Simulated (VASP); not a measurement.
# CsH (I4/mmm) in VASP: further runs

Runs on CsH. Level: LDA. Tasks: single point.

All numbers are computed with VASP 6.6.1; they aren't measurements. Logs are shortened: lines on timing, memory, paths and dates and some standing lists are left out, and cuts for length are marked.

**1. The cell of the first run**

It takes space group I4/mmm (No. 139, tetragonal). Conventional cell: a = 4.689 Å, b = 4.689 Å, c = 6.121 Å, α = 90.00°, β = 90.00°, γ = 90.00°. Cs (site symmetry 4/mmm) has 6 H at 3.06 to 3.32 Å within 4.0 Å. H (site symmetry 4/mmm) has 6 Cs at 3.06 to 3.32 Å within 4.0 Å.

**2. Single point, LDA (strain +0.040 along x and y, -0.040 along z)**

The input, INCAR:

```
SYSTEM = CsH
PREC = Accurate ; ENCUT = 520
EDIFF = 1E-6 ; ISMEAR = 0
SIGMA = 0.05 ; LREAL = .False.
LASPH = .True. ; NELM = 60
ALGO = Normal ; ISIF = 2
LWAVE = .False. ; LCHARG = .True.
LELF = .True. ; LVHAR = .True.
NBANDS = 12
```

The input, KPOINTS:

```
regular mesh
0
Gamma
  8 8 8
  0 0 0
```

The input, POSCAR:

```
CsH
1.0
    0.0000000000      3.3155200000      3.0604800000
    3.3155200000      0.0000000000      3.0604800000
    3.3155200000      3.3155200000      0.0000000000
Cs H
1 1
Direct
    0.0000000000      0.0000000000      0.0000000000
    0.5000000000      0.5000000000      0.5000000000
```

Potentials or basis: VASP PAW LDA potentials, release 64 (Cs_sv, H).

Run with:

```sh
$ cat potpaw_LDA.64/Cs_sv/POTCAR potpaw_LDA.64/H/POTCAR > POTCAR
$ mpirun -np 1 vasp_std > vasp.out
```

OUTCAR:

```text
SYSTEM = CsH
   PREC = Accurate
   ENCUT = 520
   EDIFF = 1E-6
   ISMEAR = 0
   LREAL = .False.
   LASPH = .True.
   NELM = 60
   ISIF = 2

 ion  position               nearest neighbor table
   1  0.000  0.000  0.000-
   2  0.500  0.500  0.500-

  LATTYP: Found a body centered tetragonal cell.
 ALAT       =     4.6888533503
 C/A-ratio  =     1.3054279037

  Lattice vectors:

 A1 = (   0.0000000000,  -3.3155200000,  -3.0604800000)
 A2 = (   0.0000000000,   3.3155200000,  -3.0604800000)
 A3 = (   3.3155200000,   0.0000000000,   3.0604800000)

Analysis of symmetry for initial positions (statically):
=====================================================================
 Subroutine PRICEL returns:
 Original cell was already a primitive cell.

 Routine SETGRP: Setting up the symmetry group for a
 body centered tetragonal supercell.

 Subroutine GETGRP returns: Found 16 space group operations
 (whereof 16 operations were pure point group operations)
 out of a pool of 16 trial point group operations.

The static configuration has the point symmetry D_4h.

Analysis of symmetry for dynamics (positions and initial velocities):
=====================================================================
 Subroutine PRICEL returns:
 Original cell was already a primitive cell.

 Routine SETGRP: Setting up the symmetry group for a
 body centered tetragonal supercell.

 Subroutine GETGRP returns: Found 16 space group operations
 (whereof 16 operations were pure point group operations)
 out of a pool of 16 trial point group operations.

The dynamic configuration has the point symmetry D_4h.

 Subroutine INISYM returns: Found 16 space group operations
 (whereof 16 operations are pure point group operations),
 and found     1 'primitive' translations

----------------------------------------------------------------------------------------

                                     Primitive cell

  volume of cell :      67.2857

  direct lattice vectors                    reciprocal lattice vectors
     0.000000000  3.315520000  3.060480000    -0.150805907  0.150805907  0.163373066
     3.315520000  0.000000000  3.060480000     0.150805907 -0.150805907  0.163373066
     3.315520000  3.315520000  0.000000000     0.150805907  0.150805907 -0.163373066

  length of vectors
     4.512118206  4.512118206  4.688853350     0.268655172  0.268655172  0.268655172

  position of ions in fractional coordinates (direct lattice)
     0.000000000  0.000000000  0.000000000
     0.500000000  0.500000000  0.500000000

  ion indices of the primitive-cell ions
   primitive index   ion index
                 1           1
                 2           2

----------------------------------------------------------------------------------------

 KPOINTS: regular mesh

Automatic generation of k-mesh.
 Grid dimensions read from file:
 generate k-points for:    8    8    8

 Generating k-lattice:

  Cartesian coordinates                     Fractional coordinates (reciprocal lattice)
    -0.018850738  0.018850738  0.020421633     0.125000000  0.000000000  0.000000000
     0.018850738 -0.018850738  0.020421633     0.000000000  0.125000000  0.000000000
     0.018850738  0.018850738 -0.020421633     0.000000000  0.000000000  0.125000000

  Length of vectors
     0.033581897  0.033581897  0.033581897

  Shift w.r.t. Gamma in fractional coordinates (k-lattice)
     0.000000000  0.000000000  0.000000000

 Subroutine IBZKPT returns following result:
 ===========================================

 Found     59 irreducible k-points:

 Following reciprocal coordinates:
            Coordinates               Weight
  0.000000  0.000000  0.000000      1.000000
  0.125000  0.000000  0.000000      8.000000
  0.250000  0.000000  0.000000      8.000000
  0.375000  0.000000  0.000000      8.000000
  0.500000  0.000000  0.000000      4.000000
  0.125000  0.125000  0.000000      2.000000
[... 16 lines left out ...]
  0.250000  0.000000  0.125000     16.000000
  0.375000  0.000000  0.125000     16.000000
 [... further k-points ...]
   k-points           NKPTS =     59   k-points in BZ     NKDIM =     59   number of bands    NBANDS=     12
   number of dos      NEDOS =    301   number of ions     NIONS =      2
   total plane-waves  NPLWV =  46656
   dimension x,y,z NGX =    36 NGY =   36 NGZ =   36
   dimension x,y,z NGXF=    72 NGYF=   72 NGZF=   72
   ions per type =               1   1
   NGX,Y,Z   is equivalent  to a cutoff of  13.26, 13.26, 12.76 a.u.
   NGXF,Y,Z  is equivalent  to a cutoff of  26.53, 26.53, 25.53 a.u.
 SYSTEM =  CsH
   PREC   = accura    normal or accurate (medium, high low for compatibility)
   ISTART =      0    job   : 0-new  1-cont  2-samecut
   ICHARG =      2    charge: 1-file 2-atom 10-const
   ISPIN  =      1    spin polarized calculation?
   LNONCOLLINEAR =      F non collinear calculations
   LSORBIT =      F    spin-orbit coupling
   LASPH  =      T    aspherical Exc in radial PAW
   ENCUT  =  520.0 eV  38.22 Ry    6.18 a.u.   8.39  8.39  8.72*2*pi/ulx,y,z
   NELM   =     60;   NELMIN=  2; NELMDL= -5     # of ELM steps
   EDIFF  = 0.1E-05   stopping-criterion for ELM
   LREAL  =      F    real-space projection
   EDIFFG = 0.1E-04   stopping-criterion for IOM
   NSW    =      0    number of steps for IOM
   IBRION =     -1    ionic relax: 0-MD 1-quasi-New 2-CG
   NFREE  =      0    steps in history (QN), initial steepest desc. (CG)
   ISIF   =      2    stress and relaxation
   ISYM   =      2    0-nonsym 1-usesym 2-fastsym
   POTIM  = 0.5000    time-step for ionic-motion
   TEBEG  =    0.0;   TEEND  =   0.0 temperature during run
   PSTRESS=    0.0 pullay stress
   NELECT =      10.0000    total number of electrons
   NUPDOWN=      -1.0000    fix difference up-down
   EMIN   =  10.00;   EMAX   =-10.00  energy-range for DOS
   EFERMI =   0.00;   METHOD = LEGACY
   ISMEAR =     0;   SIGMA  =   0.05  broadening in eV -4-tet -1-fermi 0-gaus
   EFERMI_NEDOS =   21; number of points for ismear=-14 and -15
   IALGO  =     38    algorithm
   IMIX   =      4    mixing-type and parameters
     AMIX     =   0.40;   BMIX     =  1.00
     AMIX_MAG =   1.60;   BMIX_MAG =  1.00
  volume/ion in A,a.u.               =      33.64       227.03
  Fermi-wavevector in a.u.,A,eV,Ry     =   0.867163  1.638700 10.231187  0.751971
  Thomas-Fermi vector in A             =   1.985657
   LORBIT       =      0    0 simple, 1 ext, 2 COOP (PROOUT), +10 PAW based schemes
   GGA     = CA    functional components
   LHFCALC =     F    Hartree Fock is set to
   AEXX    =    0.0000 exact exchange contribution
   IVDW    =     0    specifies the selected vdW correction
   LEPSILON=     F    determine dielectric tensor
   LRPA    =     F    only Hartree local field effects (RPA)
 non-spin polarized calculation
 Gauss-broadening in eV      SIGMA  =   0.05
  energy-cutoff  :      520.00
  volume of cell :       67.29
 maximum number of plane-waves:      1844
 NGX is ok and might be reduce to    36
   NGX = 17   NGY = 17   NGZ = 17

 number of electron      10.0000001 magnetization

 Free energy of the ion-electron system (eV)
  ---------------------------------------------------
  ext. energy  EPLUGINS =         0.00000000
  ---------------------------------------------------
  free energy    TOTEN  =        -4.85592375 eV

  energy without entropy =       -4.85592375  energy(sigma->0) =       -4.85592375

 E-fermi :   0.1001     XC(G=0):  -7.3895

 val. band max:       -0.1157599057   @ k =   0.5000   0.0000   0.0000
 cond. band min:       1.8376572712   @ k =   0.5000   0.0000   0.0000
 fundamental gap:      1.9534171769
 Fermi energy:         0.1000746003

 k-point     1 :       0.0000    0.0000    0.0000
  band No.  band energies     occupation
      1     -21.5719      2.00000
      2      -8.0785      2.00000
      3      -8.0785      2.00000
      4      -8.0138      2.00000
      5      -1.9314      2.00000
      6       4.7453      0.00000
      7       4.7453      0.00000
      8       5.0888      0.00000
      9       5.1128      0.00000
     10       6.1525      0.00000
     11       7.3868      0.00000
     12       8.3686      0.00000

 k-point     2 :       0.1250    0.0000    0.0000
  band No.  band energies     occupation
      1     -21.5619      2.00000
      2      -8.1917      2.00000
      3      -8.0973      2.00000
      4      -8.0409      2.00000
      5      -1.6911      2.00000
      6       4.2882      0.00000
      7       4.8233      0.00000
      8       4.9813      0.00000
      9       5.1983      0.00000
     10       5.9541      0.00000
     11       6.8824      0.00000
     12       9.0024      0.00000

 k-point     3 :       0.2500    0.0000    0.0000
  band No.  band energies     occupation
      1     -21.5375      2.00000
      2      -8.4799      2.00000
      3      -8.1422      2.00000
      4      -8.0640      2.00000
      5      -1.1054      2.00000
      6       3.2027      0.00000
      7       4.6320      0.00000
      8       5.1151      0.00000
      9       5.4230      0.00000
     10       6.2843      0.00000
     11       6.5556      0.00000
     12      10.3375      0.00000
[... 286 lines left out ...]
 k-point    23 :       0.2500    0.0000    0.1250
  band No.  band energies     occupation
      1     -21.5407      2.00000
      2      -8.3998      2.00000
      3      -8.1443      2.00000
      4      -8.0956      2.00000
      5      -1.2797      2.00000
      6       3.5681      0.00000
      7       4.1020      0.00000
      8       5.2429      0.00000
      9       5.6964      0.00000
     10       6.0940      0.00000
     11       7.2961      0.00000
     12       9.9276      0.00000

 k-point    24 :       0.3750    0.0000    0.1250
  band No.  band energies     occupation
      1     -21.5162      2.00000
      2      -8.6445      2.00000
      3      -8.2042      2.00000
      4      -8.1239      2.00000
      5      -0.7392      2.00000
      6       2.7010      0.00000
      7       4.1140      0.00000
      8       5.0920      0.00000
      9       6.1530      0.00000
     10       6.7996      0.00000
     11       7.5564      0.00000
     12      10.2079      0.00000

 [... further k-points ...]
[... 5 lines left out ...]
  --------------------------------------------------------------------------------------
  -------------------------------------------------------------------------------------
  Total       -0.7632775     -0.7632775     -0.1579535      0.0000000      0.0000000     -0.0000000
  in kB      -18.1748232    -18.1748232     -3.7611180      0.0000000      0.0000000     -0.0000000
  external PRESSURE =     -13.3702548 kB  Pullay stress =       0.0000000 kB

 VOLUME and BASIS-vectors are now :
 -----------------------------------------------------------------------------
  energy-cutoff  :      520.00
  volume of cell :       67.29
      direct lattice vectors                 reciprocal lattice vectors
     0.000000000  3.315520000  3.060480000    -0.150805907  0.150805907  0.163373066
     3.315520000  0.000000000  3.060480000     0.150805907 -0.150805907  0.163373066
     3.315520000  3.315520000  0.000000000     0.150805907  0.150805907 -0.163373066

 POSITION                                       TOTAL-FORCE (eV/Angst)
 -----------------------------------------------------------------------------------
      0.00000      0.00000      0.00000        -0.000000      0.000000      0.000000
      3.31552      3.31552      3.06048         0.000000     -0.000000      0.000000
 -----------------------------------------------------------------------------------
    total drift:                               -0.000000      0.000000      0.000000

  FREE ENERGIE OF THE ION-ELECTRON SYSTEM (eV)
  ---------------------------------------------------
  free  energy   TOTEN  =        -4.8559237504 eV

  energy  without entropy=       -4.8559237504  energy(sigma->0) =       -4.85592375
```

Wall time 46 s (1 thread of AMD EPYC 7R13 (Zen 3), shared host); peak memory 0.16 GiB.

What came out:

```
Free energy            : -4.8559 eV
Pressure               : -1.3 GPa
Band gap on the k mesh : 1.95 eV, direct
```

Stress tensor (GPa, compression positive):
```
-1.82  0.00  0.00
 0.00 -1.82  0.00
 0.00  0.00 -0.38
```

Caveat: the cell differs from its parent crystal (strain +0.040 along x and y, -0.040 along z); spin-orbit coupling is left out, which moves the levels of the heavy elements.

**3. Single point, LDA (strain +0.080 along x and y, -0.080 along z)**

The input, INCAR:

```
SYSTEM = CsH
  PREC = Accurate
  ENCUT = 520
  EDIFF = 1E-7
  ISMEAR = 0
  SIGMA = 0.05
  LREAL = .FALSE.
  LASPH = .TRUE.
  NELM = 100
  ALGO = Normal
  ISIF = 2
  LWAVE = .FALSE.
  LCHARG = .FALSE.
  NBANDS = 12
```

The input, KPOINTS:

```
Automatic mesh
0
G
  8 8 8
  0 0 0
```

The input, POSCAR:

```
CsH
1.0
    0.0000000000      3.4430400000      2.9329600000
    3.4430400000      0.0000000000      2.9329600000
    3.4430400000      3.4430400000      0.0000000000
Cs H
1 1
Direct
    0.0000000000      0.0000000000      0.0000000000
    0.5000000000      0.5000000000      0.5000000000
```

Potentials or basis: VASP PAW LDA potentials, release 64 (Cs_sv, H).

Run with:

```sh
$ cat potpaw_LDA.64/Cs_sv/POTCAR potpaw_LDA.64/H/POTCAR > POTCAR
$ mpirun -np 1 vasp_std > vasp.out
```

OUTCAR:

```text
SYSTEM = CsH
   PREC = Accurate
   ENCUT = 520
   EDIFF = 1E-7
   ISMEAR = 0
   LREAL = .FALSE.
   LASPH = .TRUE.
   NELM = 100
   ISIF = 2

 ion  position               nearest neighbor table
   1  0.000  0.000  0.000-
   2  0.500  0.500  0.500-

  LATTYP: Found a body centered tetragonal cell.
 ALAT       =     4.8691938638
 C/A-ratio  =     1.2047004420

  Lattice vectors:

 A1 = (   0.0000000000,  -3.4430400000,  -2.9329600000)
 A2 = (   0.0000000000,   3.4430400000,  -2.9329600000)
 A3 = (   3.4430400000,   0.0000000000,   2.9329600000)
[... 536 lines left out ...]
      7       3.8804      0.00000
      8       5.0667      0.00000
      9       6.1308      0.00000
     10       6.5373      0.00000
     11       7.4596      0.00000
     12       9.6195      0.00000

 [... further k-points ...]
[... 5 lines left out ...]
  --------------------------------------------------------------------------------------
  -------------------------------------------------------------------------------------
  Total       -0.9081834     -0.9081834      0.3818607      0.0000000     -0.0000000     -0.0000000
  in kB      -20.9249226    -20.9249226      8.7982283      0.0000000     -0.0000000     -0.0000000
  external PRESSURE =     -11.0172057 kB  Pullay stress =       0.0000000 kB

 VOLUME and BASIS-vectors are now :
 -----------------------------------------------------------------------------
  energy-cutoff  :      520.00
  volume of cell :       69.54
      direct lattice vectors                 reciprocal lattice vectors
     0.000000000  3.443040000  2.932960000    -0.145220503  0.145220503  0.170476242
     3.443040000  0.000000000  2.932960000     0.145220503 -0.145220503  0.170476242
     3.443040000  3.443040000  0.000000000     0.145220503  0.145220503 -0.170476242

 POSITION                                       TOTAL-FORCE (eV/Angst)
 -----------------------------------------------------------------------------------
      0.00000      0.00000      0.00000         0.000000     -0.000000      0.000000
      3.44304      3.44304      2.93296        -0.000000      0.000000     -0.000000
 -----------------------------------------------------------------------------------
    total drift:                               -0.000000      0.000000      0.000000

  FREE ENERGIE OF THE ION-ELECTRON SYSTEM (eV)
  ---------------------------------------------------
  free  energy   TOTEN  =        -4.7886583136 eV

  energy  without entropy=       -4.7886583136  energy(sigma->0) =       -4.78865831
```

Run time: 69 s. Hardware: 1 thread of AMD EPYC 7R13 (Zen 3), shared host; peak memory 0.16 GiB.

Results:

```
Free energy            : -4.7887 eV
Pressure               : -1.1 GPa
Band gap on the k mesh : 1.90 eV, direct
```

Stress tensor (GPa, compression positive):
```
-2.09  0.00  0.00
 0.00 -2.09  0.00
 0.00  0.00  0.88
```

Caveat: the cell differs from its parent crystal (strain +0.080 along x and y, -0.080 along z); spin-orbit coupling is left out, which moves the levels of the heavy elements.
